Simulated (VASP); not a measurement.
# Nb (Fm-3m) in VASP: notebook, part 2 of 2

VASP 6.6.1. Earlier steps stand in the parts before.

### 4 Single point, b88 exchange, pbe correlation, collinear spin (18.92 Å³/atom)

Input file INCAR:

```
SYSTEM = Nb
ALGO = Normal
EDIFF = 1E-6
ENCUT = 500
GGA = LIBXC
GGA_COMPAT = .FALSE.
ISIF = 2
ISMEAR = 0
ISPIN = 2
LASPH = .TRUE.
LCHARG = .FALSE.
LIBXC1 = GGA_X_B88
LIBXC2 = GGA_C_PBE
LMAXMIX = 4
LORBIT = 11
LREAL = .FALSE.
LWAVE = .FALSE.
MAGMOM = 0.5
NBANDS = 16
NELM = 200
PREC = Accurate
SIGMA = 0.15
```

Input file KPOINTS:

```
k-points
0
G
  11 11 11
  0 0 0
```

Input file POSCAR:

```
Nb
1.0
    0.0000000000      2.1150000000      2.1150000000
    2.1150000000      0.0000000000      2.1150000000
    2.1150000000      2.1150000000      0.0000000000
Nb
1
Direct
    0.0000000000      0.0000000000      0.0000000000
```

Potentials or basis: VASP PAW PBE potentials, release 64 (Nb_sv).

Launch:

```sh
cat potpaw_PBE.64/Nb_sv/POTCAR > POTCAR
mpirun -np 1 vasp_std > vasp.out
```

OUTCAR:

```text
SYSTEM = Nb
   EDIFF = 1E-6
   ENCUT = 500
   GGA = LIBXC
   ISIF = 2
   ISMEAR = 0
   ISPIN = 2
   LASPH = .TRUE.
   LORBIT = 11
   LREAL = .FALSE.
   NELM = 200
   PREC = Accurate

 ion  position               nearest neighbor table
   1  0.000  0.000  0.000-

  LATTYP: Found a face centered cubic cell.
 ALAT       =     4.2300000000

  Lattice vectors:

 A1 = (   0.0000000000,   2.1150000000,   2.1150000000)
 A2 = (   2.1150000000,   0.0000000000,   2.1150000000)
 A3 = (   2.1150000000,   2.1150000000,   0.0000000000)

Analysis of symmetry for initial positions (statically):
=====================================================================
 Subroutine PRICEL returns:
 Original cell was already a primitive cell.

 Routine SETGRP: Setting up the symmetry group for a
 face centered cubic supercell.

 Subroutine GETGRP returns: Found 48 space group operations
 (whereof 48 operations were pure point group operations)
 out of a pool of 48 trial point group operations.

The static configuration has the point symmetry O_h .

Analysis of symmetry for dynamics (positions and initial velocities):
=====================================================================
 Subroutine PRICEL returns:
 Original cell was already a primitive cell.

 Routine SETGRP: Setting up the symmetry group for a
 face centered cubic supercell.

 Subroutine GETGRP returns: Found 48 space group operations
 (whereof 48 operations were pure point group operations)
 out of a pool of 48 trial point group operations.

The dynamic configuration has the point symmetry O_h .

Analysis of structural, dynamic, and magnetic symmetry:
=====================================================================
 Subroutine PRICEL returns:
 Original cell was already a primitive cell.

 Routine SETGRP: Setting up the symmetry group for a
 face centered cubic supercell.
[... 135 lines left out ...]
 Gauss-broadening in eV      SIGMA  =   0.15
  energy-cutoff  :      500.00
  volume of cell :       18.92
 maximum number of plane-waves:       531
 NGX is ok and might be reduce to    24
   NGX = 11   NGY = 11   NGZ = 11

 number of electron      13.0000001 magnetization      -0.0000070

 number of electron      13.0000001 magnetization       0.0000473

 Free energy of the ion-electron system (eV)
  ---------------------------------------------------
  ext. energy  EPLUGINS =         0.00000000
  ---------------------------------------------------
  free energy    TOTEN  =        -9.79557378 eV

  energy without entropy =       -9.77921674  energy(sigma->0) =       -9.78739526

 E-fermi :  10.8450     XC(G=0): -12.2650

 val. band max:       10.8169756049   @ k =   0.3636   0.2727   0.0909
 cond. band min:      10.8546878953   @ k =  -0.1818   0.1818   0.0000
 fundamental gap:      0.0377122905
 Fermi energy:        10.8449551690

 spin component 1

 k-point     1 :       0.0000    0.0000    0.0000
  band No.  band energies     occupation
      1     -43.9876      1.00000
      2     -19.3905      1.00000
      3     -19.3905      1.00000
      4     -19.3905      1.00000
      5       4.6346      1.00000
      6      10.9199      0.24000
[... 435 lines left out ...]
      5       7.2149      1.00000
      6       9.6294      1.00000
[... 8 lines left out ...]
     15      32.8011      0.00000
     16      36.1648      0.00000

 [... further k-points ...]

 spin component 2

 k-point     1 :       0.0000    0.0000    0.0000
  band No.  band energies     occupation
      1     -43.9877      1.00000
      2     -19.3905      1.00000
      3     -19.3905      1.00000
      4     -19.3905      1.00000
      5       4.6344      1.00000
      6      10.9199      0.23996
[... 435 lines left out ...]
      5       7.2147      1.00000
      6       9.6294      1.00000
[... 8 lines left out ...]
     15      32.8011      0.00000
     16      36.1649      0.00000

 [... further k-points ...]

------------------------ aborting loop because EDIFF is reached ----------------------------------------

  FORCE on cell =-STRESS in cart. coord.  units (eV):
  Direction    XX          YY          ZZ          XY          YZ          ZX
  --------------------------------------------------------------------------------------
  -------------------------------------------------------------------------------------
  Total       -0.2937934     -0.2937934     -0.2937934      0.0000000      0.0000000      0.0000000
  in kB      -24.8766275    -24.8766275    -24.8766275      0.0000000      0.0000000      0.0000000
  external PRESSURE =     -24.8766275 kB  Pullay stress =       0.0000000 kB

 VOLUME and BASIS-vectors are now :
 -----------------------------------------------------------------------------
  energy-cutoff  :      500.00
  volume of cell :       18.92
      direct lattice vectors                 reciprocal lattice vectors
     0.000000000  2.115000000  2.115000000    -0.236406619  0.236406619  0.236406619
     2.115000000  0.000000000  2.115000000     0.236406619 -0.236406619  0.236406619
     2.115000000  2.115000000  0.000000000     0.236406619  0.236406619 -0.236406619

 POSITION                                       TOTAL-FORCE (eV/Angst)
 -----------------------------------------------------------------------------------
      0.00000      0.00000      0.00000         0.000000     -0.000000     -0.000000
 -----------------------------------------------------------------------------------
    total drift:                                0.000000      0.000000     -0.000000

  FREE ENERGIE OF THE ION-ELECTRON SYSTEM (eV)
  ---------------------------------------------------
  free  energy   TOTEN  =        -9.7955737810 eV

  energy  without entropy=       -9.7792167427  energy(sigma->0) =       -9.78739526

 total charge

# of ion       s       p       d       tot
------------------------------------------
    1        2.222   5.998   2.425  10.645

 magnetization (x)

# of ion       s       p       d       tot
------------------------------------------
    1       -0.000   0.000   0.000   0.000
```

OSZICAR:

```text
N       E                     dE             d eps       ncg     rms          rms(c)
DAV:   1     0.115907058973E+03    0.11591E+03   -0.66968E+03  3600   0.784E+02
DAV:   2    -0.643735013027E+01   -0.12234E+03   -0.11634E+03  4008   0.298E+02
DAV:   3    -0.100906934296E+02   -0.36533E+01   -0.35742E+01  5400   0.477E+01
DAV:   4    -0.102189066938E+02   -0.12821E+00   -0.12806E+00  4416   0.771E+00
DAV:   5    -0.102224101089E+02   -0.35034E-02   -0.35027E-02  5344   0.111E+00    0.670E+00
DAV:   6    -0.983664165106E+01    0.38577E+00   -0.40390E-01  5528   0.736E+00    0.234E+00
DAV:   7    -0.978986259095E+01    0.46779E-01   -0.13088E-01  5928   0.390E+00    0.114E+00
DAV:   8    -0.979346138276E+01   -0.35988E-02   -0.97804E-03  4352   0.980E-01    0.835E-01
DAV:   9    -0.979539677483E+01   -0.19354E-02   -0.31218E-03  4776   0.548E-01    0.258E-01
DAV:  10    -0.979556918744E+01   -0.17241E-03   -0.28761E-04  5472   0.146E-01    0.247E-02
DAV:  11    -0.979557659769E+01   -0.74102E-05   -0.13882E-05  4352   0.357E-02    0.126E-02
DAV:  12    -0.979557449869E+01    0.20990E-05   -0.33307E-06  4656   0.217E-02    0.507E-03
DAV:  13    -0.979557378098E+01    0.71770E-06   -0.57976E-07  2560   0.902E-03
   1 F= -.97955738E+01 E0= -.97873953E+01  d E =-.163570E-01  mag=     0.0000
```

stdout:

```text
POSCAR found type information on POSCAR Nb
 POSCAR found :  1 types and       1 ions
 scaLAPACK will be used
 -----------------------------------------------------------------------------
|                                                                             |
|                                                                             |
|     You enforced a specific xc type in the INCAR file but a different       |
|     I HOPE YOU KNOW WHAT YOU ARE DOING!                                     |
|                                                                             |
 -----------------------------------------------------------------------------

 LDA part: xc-table for (None,None), standard interpolation
 POSCAR, INCAR and KPOINTS ok, starting setup
 FFT: planning ... GRIDC
 FFT: planning ... GRID_SOFT
 FFT: planning ... GRID
 WAVECAR not read
 entering main loop
```

Wall time 13 s (1 thread of Intel Xeon 6975P-C (Granite Rapids), shared host); peak memory 0.16 GiB.

What came out:

```
Free energy                                           : -9.7956 eV
Pressure                                              : -2.5 GPa
Net moment                                            : 0.00 μB per cell
Valence electrons inside the program's atomic spheres : Nb 10.64
```

Levels at points of the mesh, in eV from the Fermi level:
Spin up:
| k point | band 4 | band 5 | band 6 | band 7 | band 8 | band 9 |
| --- | --- | --- | --- | --- | --- | --- |
| (0.00, 0.00, 0.00) | -30.24 | -6.21 | 0.07 | 0.07 | 0.07 | 2.64 |
Spin down:
```csv
k point,band 3,band 4,band 5,band 6,band 7,band 8,band 9,band 10
"(0.00, 0.00, 0.00)",-30.24,-30.24,-6.21,0.07,0.07,0.07,2.64,2.64
```

Caveat: the PAW data sets were made with another functional, which shifts forces and pressure a little.

### 5 Summary

```tsv
task	level	spin	cell	cutoff (eV)	smearing	gap on the mesh (eV)	pressure (GPa)	relaxed volume (Å³/atom)
relaxation of cell and atoms	PBE+D4	off	relaxed	600	fermi-dirac 0.05 eV	none	-0.1	18.38
relaxation of cell and atoms	PBEsol+D3(BJ)	off	relaxed	600	fermi-dirac 0.05 eV	none	0.0	17.37
single point	b88 exchange, pbe correlation	collinear	as given	500	gaussian 0.15 eV	none	-2.5	-
```

Alike in all rows: potentials or basis VASP PAW PBE potentials, release 64 (Nb_sv); k mesh 11 × 11 × 11.

Caveats: the PAW data sets were made with another functional, which shifts forces and pressure a little (at least some runs).

Absolute energies hang on the potentials; compare differences alone.
